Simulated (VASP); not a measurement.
# WF in VASP: a series of runs, part 2 of 2

VASP 6.6.1.

## Step 3: Single point, PBE

This run uses another cell than the first one, of 16.71 Å³/atom, 1.020 times its volume.

The input, INCAR:

```
SYSTEM = WF
PREC     = Accurate       ! precision mode
ENCUT    = 520            ! plane-wave cutoff, eV
EDIFF    = 1E-6           ! SCF threshold, eV
ISMEAR   = -1             ! smearing method
SIGMA    = 0.05           ! smearing width, eV
LREAL    = .FALSE.        ! projectors in reciprocal space
LASPH    = .TRUE.         ! aspherical terms in the spheres
NELM     = 80             ! most SCF steps
ALGO     = Normal         ! electronic algorithm
ISIF     = 2              ! what is computed and relaxed
LWAVE    = .FALSE.        ! write WAVECAR
LCHARG   = .TRUE.         ! write CHGCAR
GGA      = PE             ! functional
LELF     = .TRUE.         ! ELF
LVHAR    = .TRUE.       
NBANDS   = 18             ! bands
```

The input, KPOINTS:

```
regular mesh
0
G
  11 11 11
  0 0 0
```

The input, POSCAR:

```
WF
1.0
    1.3749358928      0.7938226688      5.1031744884
   -1.3749358928      0.7938226688      5.1031744884
    0.0000000000     -1.5876352713      5.1031744884
W F
1 1
Direct
    0.8141200000      0.8141200000      0.8141200000
    0.9371200000      0.9371200000      0.9371200000
```

Potentials or basis: VASP PAW PBE potentials, release 64 (W_sv, F).

Started as:

```
cat potpaw_PBE.64/W_sv/POTCAR potpaw_PBE.64/F/POTCAR > POTCAR
mpirun -np 1 vasp_std > vasp.out
```

OUTCAR:

```text
SYSTEM = WF
   PREC = Accurate
   ENCUT = 520
   EDIFF = 1E-6
   ISMEAR = -1
   LREAL = .FALSE.
   LASPH = .TRUE.
   NELM = 80
   ISIF = 2
   GGA = PE

 ion  position               nearest neighbor table
   1  0.814  0.814  0.814-   2 1.88
   2  0.937  0.937  0.937-   1 1.88

  LATTYP: Found a trigonal (rhomboedric) cell.
 ALAT       =     5.3444357043
 COS(alpha) =     0.8676295086

  Lattice vectors:

 A1 = (   1.3749358928,   0.7938226688,   5.1031744884)
 A2 = (  -1.3749358928,   0.7938226688,   5.1031744884)
 A3 = (   0.0000000000,  -1.5876352713,   5.1031744884)

Analysis of symmetry for initial positions (statically):
=====================================================================
 Subroutine PRICEL returns:
 Original cell was already a primitive cell.

 Routine SETGRP: Setting up the symmetry group for a
 trigonal (rhombohedral) supercell.

 Subroutine GETGRP returns: Found  6 space group operations
 (whereof  6 operations were pure point group operations)
 out of a pool of 12 trial point group operations.

The static configuration has the point symmetry C_3v.

Analysis of symmetry for dynamics (positions and initial velocities):
=====================================================================
 Subroutine PRICEL returns:
 Original cell was already a primitive cell.

 Routine SETGRP: Setting up the symmetry group for a
 trigonal (rhombohedral) supercell.

 Subroutine GETGRP returns: Found  6 space group operations
 (whereof  6 operations were pure point group operations)
 out of a pool of 12 trial point group operations.

The dynamic configuration has the point symmetry C_3v.

 Subroutine INISYM returns: Found  6 space group operations
 (whereof  6 operations are pure point group operations),
 and found     1 'primitive' translations

----------------------------------------------------------------------------------------

                                     Primitive cell

  volume of cell :      33.4192

  direct lattice vectors                    reciprocal lattice vectors
     1.374935893  0.793822669  5.103174488     0.363653318  0.209955419  0.065318681
    -1.374935893  0.793822669  5.103174488    -0.363653318  0.209955419  0.065318681
     0.000000000 -1.587635271  5.103174488     0.000000000 -0.419910838  0.065319096

  length of vectors
     5.344435704  5.344435704  5.344434078     0.424960638  0.424960638  0.424960817

  position of ions in fractional coordinates (direct lattice)
     0.814120000  0.814120000  0.814120000
     0.937120000  0.937120000  0.937120000

  ion indices of the primitive-cell ions
   primitive index   ion index
                 1           1
                 2           2

----------------------------------------------------------------------------------------

 KPOINTS: regular mesh

Automatic generation of k-mesh.
 Grid dimensions read from file:
 generate k-points for:   11   11   11

 Generating k-lattice:

  Cartesian coordinates                     Fractional coordinates (reciprocal lattice)
     0.033059393  0.019086856  0.005938062     0.090909091 -0.000000000 -0.000000000
    -0.033059393  0.019086856  0.005938062    -0.000000000  0.090909091 -0.000000000
     0.000000000 -0.038173713  0.005938100    -0.000000000 -0.000000000  0.090909091

  Length of vectors
     0.038632785  0.038632785  0.038632802

  Shift w.r.t. Gamma in fractional coordinates (k-lattice)
     0.000000000  0.000000000  0.000000000

 Subroutine IBZKPT returns following result:
 ===========================================

 Found    146 irreducible k-points:

 Following reciprocal coordinates:
            Coordinates               Weight
  0.000000  0.000000  0.000000      1.000000
  0.090909  0.000000  0.000000      6.000000
  0.181818 -0.000000  0.000000      6.000000
  0.272727 -0.000000  0.000000      6.000000
  0.363636 -0.000000  0.000000      6.000000
  0.454545 -0.000000  0.000000      6.000000
[... 16 lines left out ...]
 -0.272727  0.181818  0.000000     12.000000
 -0.181818  0.181818  0.000000      6.000000
 [... further k-points ...]
   k-points           NKPTS =    146   k-points in BZ     NKDIM =    146   number of bands    NBANDS=     18
   number of dos      NEDOS =    301   number of ions     NIONS =      2
   total plane-waves  NPLWV =  64000
   dimension x,y,z NGX =    40 NGY =   40 NGZ =   40
   dimension x,y,z NGXF=    80 NGYF=   80 NGZF=   80
   ions per type =               1   1
   NGX,Y,Z   is equivalent  to a cutoff of  12.44, 12.44, 12.44 a.u.
   NGXF,Y,Z  is equivalent  to a cutoff of  24.89, 24.89, 24.89 a.u.
 SYSTEM =  WF
   PREC   = accura    normal or accurate (medium, high low for compatibility)
   ISTART =      0    job   : 0-new  1-cont  2-samecut
   ICHARG =      2    charge: 1-file 2-atom 10-const
   ISPIN  =      1    spin polarized calculation?
   LNONCOLLINEAR =      F non collinear calculations
   LSORBIT =      F    spin-orbit coupling
   LASPH  =      T    aspherical Exc in radial PAW
   ENCUT  =  520.0 eV  38.22 Ry    6.18 a.u.   9.94  9.94  9.94*2*pi/ulx,y,z
   NELM   =     80;   NELMIN=  2; NELMDL= -5     # of ELM steps
   EDIFF  = 0.1E-05   stopping-criterion for ELM
   LREAL  =      F    real-space projection
   EDIFFG = 0.1E-04   stopping-criterion for IOM
   NSW    =      0    number of steps for IOM
   IBRION =     -1    ionic relax: 0-MD 1-quasi-New 2-CG
   NFREE  =      0    steps in history (QN), initial steepest desc. (CG)
   ISIF   =      2    stress and relaxation
   ISYM   =      2    0-nonsym 1-usesym 2-fastsym
   POTIM  = 0.5000    time-step for ionic-motion
   TEBEG  =    0.0;   TEEND  =   0.0 temperature during run
   PSTRESS=    0.0 pullay stress
   NELECT =      21.0000    total number of electrons
   NUPDOWN=      -1.0000    fix difference up-down
   EMIN   =  10.00;   EMAX   =-10.00  energy-range for DOS
   EFERMI =   0.00;   METHOD = LEGACY
   ISMEAR =    -1;   SIGMA  =   0.05  broadening in eV -4-tet -1-fermi 0-gaus
   EFERMI_NEDOS =   21; number of points for ismear=-14 and -15
   IALGO  =     38    algorithm
   IMIX   =      4    mixing-type and parameters
     AMIX     =   0.40;   BMIX     =  1.00
     AMIX_MAG =   1.60;   BMIX_MAG =  1.00
  volume/ion in A,a.u.               =      16.71       112.76
  Fermi-wavevector in a.u.,A,eV,Ry     =   1.402220  2.649811 26.752041  1.966220
  Thomas-Fermi vector in A             =   2.525003
   LORBIT       =      0    0 simple, 1 ext, 2 COOP (PROOUT), +10 PAW based schemes
   GGA     = PE    functional components
   LHFCALC =     F    Hartree Fock is set to
   AEXX    =    0.0000 exact exchange contribution
   IVDW    =     0    specifies the selected vdW correction
   LEPSILON=     F    determine dielectric tensor
   LRPA    =     F    only Hartree local field effects (RPA)
 non-spin polarized calculation
  energy-cutoff  :      520.00
  volume of cell :       33.42
 maximum number of plane-waves:       912
   NGX = 19   NGY = 19   NGZ = 19

 number of electron      21.0000006 magnetization

 Free energy of the ion-electron system (eV)
  ---------------------------------------------------
  ext. energy  EPLUGINS =         0.00000000
  ---------------------------------------------------
  free energy    TOTEN  =       -15.84138882 eV

  energy without entropy =      -15.83092485  energy(sigma->0) =      -15.83615683

 E-fermi :   4.3972     XC(G=0): -10.5653

 val. band max:        4.3881531677   @ k =   0.2727   0.2727   0.0909
 cond. band min:       4.4090631232   @ k =  -0.4545   0.4545   0.2727
 fundamental gap:      0.0209099555
 Fermi energy:         4.3972211868

 k-point     1 :       0.0000    0.0000    0.0000
  band No.  band energies     occupation
      1     -69.7703      2.00000
      2     -34.4454      2.00000
      3     -33.1838      2.00000
      4     -33.1838      2.00000
      5     -19.6545      2.00000
      6      -2.2082      2.00000
[... 10 lines left out ...]
     17      18.9083      0.00000
     18      24.1555      0.00000

 k-point     2 :       0.0909    0.0000    0.0000
  band No.  band energies     occupation
      1     -69.7616      2.00000
      2     -34.4316      2.00000
      3     -33.2851      2.00000
      4     -33.2069      2.00000
      5     -19.6195      2.00000
      6      -2.0590      2.00000
[... 10 lines left out ...]
     17      19.7161      0.00000
     18      23.9543      0.00000
[... 442 lines left out ...]
 k-point    24 :      -0.1818    0.1818    0.0000
  band No.  band energies     occupation
      1     -69.6930      2.00000
      2     -34.3212      2.00000
      3     -33.9663      2.00000
      4     -33.4696      2.00000
      5     -19.3367      2.00000
      6      -1.7975      2.00000
[... 10 lines left out ...]
     17      19.2601      0.00000
     18      20.0864      0.00000

 [... further k-points ...]
[... 5 lines left out ...]
  --------------------------------------------------------------------------------------
  -------------------------------------------------------------------------------------
  Total       -0.3779662     -0.3779659     -0.1661790      0.0000000     -0.0000001      0.0000000
  in kB      -18.1203979    -18.1203844     -7.9669288      0.0000000     -0.0000052      0.0000000
  external PRESSURE =     -14.7359037 kB  Pullay stress =       0.0000000 kB

 VOLUME and BASIS-vectors are now :
 -----------------------------------------------------------------------------
  energy-cutoff  :      520.00
  volume of cell :       33.42
      direct lattice vectors                 reciprocal lattice vectors
     1.374935893  0.793822669  5.103174488     0.363653318  0.209955419  0.065318681
    -1.374935893  0.793822669  5.103174488    -0.363653318  0.209955419  0.065318681
     0.000000000 -1.587635271  5.103174488     0.000000000 -0.419910838  0.065319096

 POSITION                                       TOTAL-FORCE (eV/Angst)
 -----------------------------------------------------------------------------------
      0.00000      0.00001     12.46379         0.000000     -0.000000     -0.019429
      0.00000      0.00001     14.34686         0.000000      0.000000      0.019429
 -----------------------------------------------------------------------------------
    total drift:                               -0.000000      0.000016      0.000261

  FREE ENERGIE OF THE ION-ELECTRON SYSTEM (eV)
  ---------------------------------------------------
  free  energy   TOTEN  =       -15.8413888156 eV

  energy  without entropy=      -15.8309248514  energy(sigma->0) =      -15.83615683
```

Run time: 2 min. Hardware: 1 thread of Intel Xeon Platinum 8559C (Emerald Rapids), shared host; peak memory 0.29 GiB.

What came out:

```
Free energy   : -15.8414 eV
Pressure      : -1.5 GPa
Largest force : 0.019 eV/Å
```

Forces on the atoms (eV/Å):
```
W    0.000  0.000 -0.019
F    0.000  0.000  0.019
```

Stress tensor (GPa, compression positive):
```
-1.81  0.00  0.00
 0.00 -1.81  0.00
 0.00  0.00 -0.80
```

Caveat: spin-orbit coupling is left out, which moves the levels of the heavy elements; an odd number of electrons without spin polarisation forces a metal; a magnetic or distorted state may lie lower.

## Step 4: Single point, PBE

This run uses another cell than the first one, of 17.04 Å³/atom, 1.040 times its volume.

The input, INCAR:

```
PREC = Accurate
ENCUT = 520
EDIFF = 1E-6
ISMEAR = -1
SIGMA = 0.05
LREAL = False
LASPH = True
NELM = 60
ALGO = Normal
ISIF = 2
LWAVE = False
LCHARG = False
GGA = PE
NBANDS = 18
```

The input, KPOINTS:

```
regular mesh
0
Gamma
  11 11 11
```

The input, POSCAR:

```
WF
1.0
    1.3838642981      0.7989775059      5.1363129136
   -1.3838642981      0.7989775059      5.1363129136
    0.0000000000     -1.5979448801      5.1363129136
W F
1 1
Direct
    0.8141200000      0.8141200000      0.8141200000
    0.9371200000      0.9371200000      0.9371200000
```

Started as:

```
cat potpaw_PBE.64/W_sv/POTCAR potpaw_PBE.64/F/POTCAR > POTCAR
mpirun -np 1 vasp_std > vasp.out
```

It took 1.8 min on 1 thread of Intel Xeon Platinum 8559C (Emerald Rapids), shared host; peak memory 0.29 GiB.

It converged, with:

| Property | Result |
| --- | --- |
| Free energy | -15.8304 eV |
| Pressure | -4.3 GPa |
| Largest force | 0.333 eV/Å |

Forces in eV/Å, atoms in the order of the input:
```
W    0.000  0.000  0.333
F    0.000  0.000 -0.333
```

Stress tensor (GPa, compression positive):
```
-4.38  0.00  0.00
 0.00 -4.38  0.00
 0.00  0.00 -4.23
```

Levels at points of the mesh, in eV from the Fermi level:
```csv
k point,band 7,band 8,band 9,band 10,band 11,band 12,band 13,band 14
"(0.00, 0.00, 0.00)",-6.34,-3.88,-3.88,-0.24,-0.16,-0.16,3.45,3.45
```

Caveat: spin-orbit coupling is left out, which moves the levels of the heavy elements; an odd number of electrons without spin polarisation forces a metal; a magnetic or distorted state may lie lower.

## Step 5: Single point, PBE

This run uses another cell than the first one, of 17.36 Å³/atom, 1.060 times its volume.

The input, INCAR:

```
SYSTEM = WF
  ALGO = Normal
  EDIFF = 1E-7
  ENCUT = 520
  GGA = PE
  ISIF = 2
  ISMEAR = -1
  LASPH = .TRUE.
  LCHARG = .TRUE.
  LELF = .TRUE.
  LREAL = .FALSE.
  LVHAR = .TRUE.
  LWAVE = .FALSE.
  NBANDS = 18
  NELM = 100
  PREC = Accurate
  SIGMA = 0.05
```

The input, KPOINTS:

```
k-points
0
G
  11 11 11
  0 0 0
```

The input, POSCAR:

```
WF
1.0
    1.3926789580      0.8040666718      5.1690291646
   -1.3926789580      0.8040666718      5.1690291646
    0.0000000000     -1.6081231474      5.1690291646
W F
1 1
Direct
    0.8141200000      0.8141200000      0.8141200000
    0.9371200000      0.9371200000      0.9371200000
```

Started as:

```
cat potpaw_PBE.64/W_sv/POTCAR potpaw_PBE.64/F/POTCAR > POTCAR
mpirun -np 1 vasp_std > vasp.out
```

Run time: 2 min. Hardware: 1 thread of Intel Xeon Platinum 8559C (Emerald Rapids), shared host; peak memory 0.29 GiB.

The run converged. Its results:

| Item | Value |
| --- | --- |
| Free energy | -15.8083 eV |
| Pressure | -6.9 GPa |
| Largest force | 0.658 eV/Å |

Forces in eV/Å, atoms in the order of the input:
```
W    0.000  0.000  0.658
F    0.000  0.000 -0.658
```

Stress tensor (GPa, compression positive):
```
-6.69  0.00  0.00
 0.00 -6.69  0.00
 0.00  0.00 -7.31
```

Levels at points of the mesh, in eV from the Fermi level:
```csv
k point,band 8,band 9,band 10,band 11,band 12,band 13
"(0.00, 0.00, 0.00)",-3.82,-3.82,-0.22,-0.15,-0.15,3.35
```

Caveat: spin-orbit coupling is left out, which moves the levels of the heavy elements; an odd number of electrons without spin polarisation forces a metal; a magnetic or distorted state may lie lower.

## Step 6: Single point, PBE (atoms moved at random)

The input, INCAR:

```
SYSTEM = WF
PREC = Accurate
ENCUT = 520
EDIFF = 1E-6
ISMEAR = -1
SIGMA = 0.05
LREAL = .FALSE.
LASPH = .TRUE.
NELM = 60
ALGO = Normal
ISIF = 2
LWAVE = .FALSE.
LCHARG = .FALSE.
GGA = PE
NBANDS = 18
```

The input, KPOINTS:

```
Automatic mesh
0
G
  11 11 11
  0 0 0
```

The input, POSCAR:

```
WF
1.0
    1.3658900000      0.7886000000      5.0696000000
   -1.3658900000      0.7886000000      5.0696000000
    0.0000000000     -1.5771900000      5.0696000000
W F
1 1
Direct
    0.8067540000      0.8235860000      0.8036720000
    0.9302470000      0.9598050000      0.9183760000
```

Potentials or basis: VASP PAW PBE potentials, release 64 (W_sv, F).

Started as:

```
cat potpaw_PBE.64/W_sv/POTCAR potpaw_PBE.64/F/POTCAR > POTCAR
mpirun -np 1 vasp_std > vasp.out
```

Wall time 12 min (1 thread of Intel Xeon Platinum 8488C (Sapphire Rapids), shared host); peak memory 0.53 GiB.

Results (log left out):

```
Free energy   : -15.8397 eV
Pressure      : -0.8 GPa
Largest force : 0.328 eV/Å
```

Forces in eV/Å, atoms in the order of the input:
```
W   -0.045  0.062  0.319
F    0.045 -0.062 -0.319
```

Stress tensor (GPa, compression positive):
```
 0.86  0.01  0.44
 0.01  0.86 -0.60
 0.44 -0.60 -4.11
```

Levels at points of the mesh, in eV from the Fermi level:
```tsv
k point	band 7	band 8	band 9	band 10	band 11	band 12	band 13	band 14	band 15	band 16
(0.00, 0.00, 0.00)	-6.34	-3.75	-3.75	-0.28	-0.16	-0.16	3.65	3.65	6.00	11.38
```

Caveat: the cell differs from its parent crystal (atoms moved at random); spin-orbit coupling is left out, which moves the levels of the heavy elements; an odd number of electrons without spin polarisation forces a metal; a magnetic or distorted state may lie lower.

## Step 7: Overview

| cell | gap on the mesh (eV) | pressure (GPa) | largest force (eV/Å) |
| --- | --- | --- | --- |
| a = 5.309 Å, angles 29.8°, 2 atoms | none | -0.8 | 0.33 |
| a = 5.344 Å, angles 29.8°, 2 atoms | none | -1.5 | 0.02 |
| a = 5.379 Å, angles 29.8°, 2 atoms | none | -4.3 | 0.33 |
| a = 5.413 Å, angles 29.8°, 2 atoms | none | -6.9 | 0.66 |

Some of these runs hold the atoms at other places in the same cell, which the table doesn't show; runs alike in all that it shows share one row.

Alike in all rows: task single point; level PBE; potentials or basis VASP PAW PBE potentials, release 64 (W_sv, F); no spin polarisation; k mesh 11 × 11 × 11; cutoff (eV) 520; smearing fermi-dirac 0.05 eV.

Caveats: spin-orbit coupling is left out, which moves the levels of the heavy elements; an odd number of electrons without spin polarisation forces a metal; a magnetic or distorted state may lie lower.

Absolute energies hang on the potentials; compare differences alone.
